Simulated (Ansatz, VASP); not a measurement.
Sb in VASP and in Ansatz

The input INCAR:

```
ALGO = Normal ; EDIFF = 1E-6
ENCUT = 520 ; GGA = PS
ISIF = 2 ; ISMEAR = -1
LASPH = T ; LCHARG = T
LELF = T ; LREAL = F
LVHAR = T ; LWAVE = F
NBANDS = 8 ; NELM = 100
PREC = Accurate ; SIGMA = 0.03
```

Contents of KPOINTS:

```
k-points
0
Gamma
  14 14 14
```

The input POSCAR:

```
Sb
1.0
    0.0000000000      2.3202653455      2.3202653455
    2.3202653455      0.0000000000      2.3202653455
    2.3202653455      2.3202653455      0.0000000000
Sb
1
Direct
    0.0000000000      0.0000000000      0.0000000000
```

Input for Ansatz:

```yaml
crystal:
  lattice:
    - [0.0, 2.3202653455, 2.3202653455]
    - [2.3202653455, 0.0, 2.3202653455]
    - [2.3202653455, 2.3202653455, 0.0]
  atoms:
    - { symbol: Sb, position: [0.0, 0.0, 0.0] }
kpoints:
  mp_grid: { grid: [14, 14, 14] }
  band_path:
    path:
      - [0.0, 0.0, 0.0]
      - [0.5, 0.0, 0.5]
      - [0.625, 0.25, 0.625]
      - [0.375, 0.375, 0.75]
      - [0.0, 0.0, 0.0]
      - [0.5, 0.5, 0.5]
      - [0.5, 0.25, 0.75]
      - [0.5, 0.0, 0.5]
    npoints: 5
scf:
  occupations: { method: fermi_dirac, width: 0.03 }
hamiltonian:
  xc: pbesol
  pseudopotentials: { kind: all_electron, lapw: { basis_error: 0.00025 } }
output:
  forces: true
  stress: true
  eigenvalues: true
```

Change from the starting cell: volume scaled by 1.02.

Alike in both runs: task single point; functional PBEsol; k mesh 14 × 14 × 14; occupations fermi-dirac, width 0.03 eV; no spin polarisation.

```csv
,VASP,Ansatz
version,VASP 6.6.1,Ansatz 0.2.0
potentials or method,"VASP PAW PBE potentials, release 64 (Sb), cutoff 520 eV","all-electron LAPW, scalar-relativistic"
```

```csv
,VASP,Ansatz,Ansatz less VASP
pressure (GPa),3.4,3.4,-0.01
```

VASP's potentials were made for PBE, not for PBEsol. Ansatz ran all-electron here, and VASP with PAW potentials.

Neither program's run includes spin-orbit coupling.
